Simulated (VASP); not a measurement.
# Sn (Fd-3m) in VASP: single point with PBEsol+D3(BJ)

Aim: the single point of Sn with PBEsol+D3(BJ).

Program: VASP 6.6.1. These are calculated values, not measurements. Logs are shortened: lines on timing, memory, paths and dates and some standing lists are left out, and cuts for length are marked.

**1. The cell of the first run**

The structure is cubic, space group Fd-3m (No. 227). The conventional cell has a = 6.467 Å, b = 6.467 Å, c = 6.467 Å, α = 90.00°, β = 90.00°, γ = 90.00°. Sn (site symmetry -43m) has 4 Sn at 2.80 Å within 3.7 Å.

This isn't the form of Sn at room conditions, which is tetragonal (white tin).

**2. Single point, PBEsol+D3(BJ)**

Contents of INCAR:

```
SYSTEM = Sn
  PREC = Accurate
  ENCUT = 500
  EDIFF = 1E-6
  ISMEAR = -1
  SIGMA = 0.05
  LREAL = .False.
  LASPH = .True.
  NELM = 120
  ALGO = Normal
  ISIF = 2
  LWAVE = .False.
  LCHARG = .False.
  GGA = PS
  IVDW = 12
  NBANDS = 126
  GGA_COMPAT = .False.
```

Contents of KPOINTS:

```
Automatic mesh
0
Gamma
  2 2 2
  0 0 0
```

Contents of POSCAR:

```
Sn
1.0
    0.0000000000      6.4666800000      6.4666800000
    6.4666800000      0.0000000000      6.4666800000
    6.4666800000      6.4666800000      0.0000000000
Sn
16
Direct
    0.0000000000      0.0000000000      0.0000000000
    0.1250000000      0.1250000000      0.1250000000
    0.0000000000      0.0000000000      0.5000000000
    0.1250000000      0.1250000000      0.6250000000
    0.0000000000      0.5000000000      0.0000000000
    0.1250000000      0.6250000000      0.1250000000
    0.0000000000      0.5000000000      0.5000000000
    0.1250000000      0.6250000000      0.6250000000
    0.5000000000      0.0000000000      0.0000000000
    0.6250000000      0.1250000000      0.1250000000
    0.5000000000      0.0000000000      0.5000000000
    0.6250000000      0.1250000000      0.6250000000
    0.5000000000      0.5000000000      0.0000000000
    0.6250000000      0.6250000000      0.1250000000
    0.5000000000      0.5000000000      0.5000000000
    0.6250000000      0.6250000000      0.6250000000
```

Potentials or basis: VASP PAW PBE potentials, release 64 (Sn_d).

The run is started by

```bash
> cat potpaw_PBE.64/Sn_d/POTCAR > POTCAR
> mpirun -np 1 vasp_std > vasp.out
```

OUTCAR:

```text
SYSTEM = Sn
   PREC = Accurate
   ENCUT = 500
   EDIFF = 1E-6
   ISMEAR = -1
   LREAL = .False.
   LASPH = .True.
   NELM = 120
   ISIF = 2
   GGA = PS
   IVDW = 12
 IVDW          = 12

 ion  position               nearest neighbor table
   1  0.000  0.000  0.000-   2 2.80   4 2.80   6 2.80  10 2.80
   2  0.125  0.125  0.125-   1 2.80   3 2.80   5 2.80   9 2.80
   3  0.000  0.000  0.500-   2 2.80   4 2.80   8 2.80  12 2.80
   4  0.125  0.125  0.625-   1 2.80   3 2.80   7 2.80  11 2.80
   5  0.000  0.500  0.000-   2 2.80   6 2.80   8 2.80  14 2.80
   6  0.125  0.625  0.125-   1 2.80   5 2.80   7 2.80  13 2.80
[... 8 lines left out ...]
  15  0.500  0.500  0.500-   8 2.80  12 2.80  14 2.80  16 2.80
  16  0.625  0.625  0.625-   7 2.80  11 2.80  13 2.80  15 2.80
[... 6 lines left out ...]
 A1 = (   0.0000000000,   6.4666800000,   6.4666800000)
 A2 = (   6.4666800000,   0.0000000000,   6.4666800000)
 A3 = (   6.4666800000,   6.4666800000,   0.0000000000)

Analysis of symmetry for initial positions (statically):
=====================================================================
 Subroutine PRICEL returns following result:

  LATTYP: Found a face centered cubic cell.
 ALAT       =     6.4666800000

  Lattice vectors:

 A1 = (   0.0000000000,   3.2333400000,   3.2333400000)
 A2 = (   3.2333400000,   0.0000000000,   3.2333400000)
 A3 = (   3.2333400000,   3.2333400000,   0.0000000000)

   8 primitive cells build up your supercell.

 Routine SETGRP: Setting up the symmetry group for a
 face centered cubic supercell.

 Subroutine GETGRP returns: Found 48 space group operations
 (whereof 24 operations were pure point group operations)
 out of a pool of 48 trial point group operations.

The static configuration has the point symmetry T_d .
 The point group associated with its full space group is O_h .

Analysis of symmetry for dynamics (positions and initial velocities):
=====================================================================
 Subroutine PRICEL returns following result:

  LATTYP: Found a face centered cubic cell.
 ALAT       =     6.4666800000

  Lattice vectors:

 A1 = (   0.0000000000,   3.2333400000,   3.2333400000)
 A2 = (   3.2333400000,   0.0000000000,   3.2333400000)
 A3 = (   3.2333400000,   3.2333400000,   0.0000000000)

   8 primitive cells build up your supercell.

[... 86 lines left out ...]
   EDIFF  = 0.1E-05   stopping-criterion for ELM
   LREAL  =      F    real-space projection
   EDIFFG = 0.1E-04   stopping-criterion for IOM
   NSW    =      0    number of steps for IOM
   IBRION =     -1    ionic relax: 0-MD 1-quasi-New 2-CG
   NFREE  =      0    steps in history (QN), initial steepest desc. (CG)
   ISIF   =      2    stress and relaxation
   ISYM   =      2    0-nonsym 1-usesym 2-fastsym
   POTIM  = 0.5000    time-step for ionic-motion
   TEBEG  =    0.0;   TEEND  =   0.0 temperature during run
   PSTRESS=    0.0 pullay stress
   NELECT =     224.0000    total number of electrons
   NUPDOWN=      -1.0000    fix difference up-down
   EMIN   =  10.00;   EMAX   =-10.00  energy-range for DOS
   EFERMI =   0.00;   METHOD = LEGACY
   ISMEAR =    -1;   SIGMA  =   0.05  broadening in eV -4-tet -1-fermi 0-gaus
   EFERMI_NEDOS =   21; number of points for ismear=-14 and -15
   IALGO  =     38    algorithm
   IMIX   =      4    mixing-type and parameters
     AMIX     =   0.40;   BMIX     =  1.00
     AMIX_MAG =   1.60;   BMIX_MAG =  1.00
  volume/ion in A,a.u.               =      33.80       228.11
  Fermi-wavevector in a.u.,A,eV,Ry     =   1.220299  2.306030 20.260828  1.489129
  Thomas-Fermi vector in A             =   2.355521
   LORBIT       =      0    0 simple, 1 ext, 2 COOP (PROOUT), +10 PAW based schemes
   GGA     = PS    functional components
   LHFCALC =     F    Hartree Fock is set to
   AEXX    =    0.0000 exact exchange contribution
   IVDW    =    12    specifies the selected vdW correction
   LEPSILON=     F    determine dielectric tensor
   LRPA    =     F    only Hartree local field effects (RPA)
 non-spin polarized calculation
  energy-cutoff  :      500.00
  volume of cell :      540.85
 maximum number of plane-waves:     13803
 NGX is ok and might be reduce to    70
   NGX = 33   NGY = 33   NGZ = 33

 number of electron     223.9999991 magnetization

 Free energy of the ion-electron system (eV)
  ---------------------------------------------------
  ext. energy  EPLUGINS =         0.00000000
  ---------------------------------------------------
  free energy    TOTEN  =       -66.04694347 eV

  energy without entropy =      -66.00381863  energy(sigma->0) =      -66.02538105

 E-fermi :   5.5765     XC(G=0):  -9.0911

 val. band max:        5.0145446176   @ k =   0.0000   0.0000   0.0000
 cond. band min:       5.5852948193   @ k =   0.0000   0.0000   0.0000
 fundamental gap:      0.5707502017
 Fermi energy:         5.5764740010

 k-point     1 :       0.0000    0.0000    0.0000
  band No.  band energies     occupation
      1     -16.0260      2.00000
      2     -16.0260      2.00000
      3     -16.0260      2.00000
      4     -16.0260      2.00000
      5     -16.0260      2.00000
      6     -16.0260      2.00000
[... 370 lines left out ...]
    123       9.0493      0.00000
    124       9.0493      0.00000
 [bands above 124 left out]

------------------------ aborting loop because EDIFF is reached ----------------------------------------

 Edisp (eV)   -5.06880

 E8    (eV) :    -3.5861

  FORCE on cell =-STRESS in cart. coord.  units (eV):
  Direction    XX          YY          ZZ          XY          YZ          ZX
  --------------------------------------------------------------------------------------
  -------------------------------------------------------------------------------------
  Total       2.38555     2.38555     2.38555    -0.00000    -0.00000     0.00000
  in kB       7.06684     7.06684     7.06684    -0.00000    -0.00000     0.00000
  external pressure =        7.07 kB  Pullay stress =        0.00 kB

 VOLUME and BASIS-vectors are now :
 -----------------------------------------------------------------------------
  energy-cutoff  :      500.00
  volume of cell :      540.85
      direct lattice vectors                 reciprocal lattice vectors
     0.000000000  6.466680000  6.466680000    -0.077319428  0.077319428  0.077319428
     6.466680000  0.000000000  6.466680000     0.077319428 -0.077319428  0.077319428
     6.466680000  6.466680000  0.000000000     0.077319428  0.077319428 -0.077319428

 POSITION                                       TOTAL-FORCE (eV/Angst)
 -----------------------------------------------------------------------------------
      0.00000      0.00000      0.00000        -0.000000     -0.000000      0.000000
      1.61667      1.61667      1.61667        -0.000000      0.000000     -0.000000
      3.23334      3.23334      0.00000         0.000000     -0.000000      0.000000
      4.85001      4.85001      1.61667         0.000000      0.000000     -0.000000
      3.23334      0.00000      3.23334        -0.000000     -0.000000      0.000000
      4.85001      1.61667      4.85001        -0.000000      0.000000     -0.000000
[... 8 lines left out ...]
      6.46668      6.46668      6.46668        -0.000000      0.000000     -0.000000
      8.08335      8.08335      8.08335         0.000000     -0.000000      0.000000
 -----------------------------------------------------------------------------------
    total drift:                               -0.000002     -0.000002     -0.000001

  FREE ENERGIE OF THE ION-ELECTRON SYSTEM (eV)
  ---------------------------------------------------
  free  energy   TOTEN  =       -71.1157481091 eV

  energy  without entropy=      -71.0726232704  energy(sigma->0) =      -71.09418569
```

OSZICAR:

```text
N       E                     dE             d eps       ncg     rms          rms(c)
DAV:   1     0.299550763403E+04    0.29955E+04   -0.10305E+05   756   0.257E+03
DAV:   2     0.530460773575E+03   -0.24650E+04   -0.24381E+04   756   0.742E+02
DAV:   3    -0.120267064028E+02   -0.54249E+03   -0.51895E+03   812   0.267E+02
DAV:   4    -0.649563221353E+02   -0.52930E+02   -0.51498E+02   856   0.843E+01
DAV:   5    -0.668882673250E+02   -0.19319E+01   -0.19060E+01   872   0.154E+01    0.102E+01
DAV:   6    -0.663288902767E+02    0.55938E+00   -0.12940E+00  1058   0.440E+00    0.528E+00
DAV:   7    -0.660349269842E+02    0.29396E+00   -0.46407E-01   816   0.314E+00    0.689E-01
DAV:   8    -0.660428601700E+02   -0.79332E-02   -0.55633E-02   954   0.829E-01    0.289E-01
DAV:   9    -0.660463749539E+02   -0.35148E-02   -0.44571E-03   824   0.352E-01    0.839E-02
DAV:  10    -0.660468491598E+02   -0.47421E-03   -0.67076E-04   788   0.119E-01    0.232E-02
DAV:  11    -0.660469404715E+02   -0.91312E-04   -0.13209E-04  1020   0.288E-02    0.979E-03
DAV:  12    -0.660469431587E+02   -0.26873E-05   -0.96356E-06   616   0.847E-03    0.189E-03
DAV:  13    -0.660469434710E+02   -0.31229E-06   -0.39809E-07   450   0.323E-03
   1 F= -.71115748E+02 E0= -.71094186E+02  d E =-.431248E-01
```

stdout:

```text
POSCAR found type information on POSCAR Sn
 POSCAR found :  1 types and      16 ions
 scaLAPACK will be used
 -----------------------------------------------------------------------------
|                                                                             |
|                                                                             |
|     You enforced a specific xc type in the INCAR file but a different       |
|     I HOPE YOU KNOW WHAT YOU ARE DOING!                                     |
|                                                                             |
 -----------------------------------------------------------------------------

 LDA part: xc-table for (Slater+PW92), standard interpolation
 POSCAR, INCAR and KPOINTS ok, starting setup
 FFT: planning ... GRIDC
 FFT: planning ... GRID_SOFT
 FFT: planning ... GRID
 WAVECAR not read
 entering main loop
```

Run time: 7.7 min. Hardware: 1 thread of Intel Xeon Platinum 8488C (Sapphire Rapids), shared host; peak memory 0.69 GiB.

Results:

```
Free energy                : -71.1157 eV
Pressure                   : 0.7 GPa
Band gap on the k mesh     : zero (filled and empty bands touch)
Dispersion energy per atom : -0.317 eV
```

Caveat: the k points lie up to 0.42 Å⁻¹ apart; the PAW data sets were made with another functional, which shifts forces and pressure a little; spin-orbit coupling is left out, which moves the levels of the heavy elements.
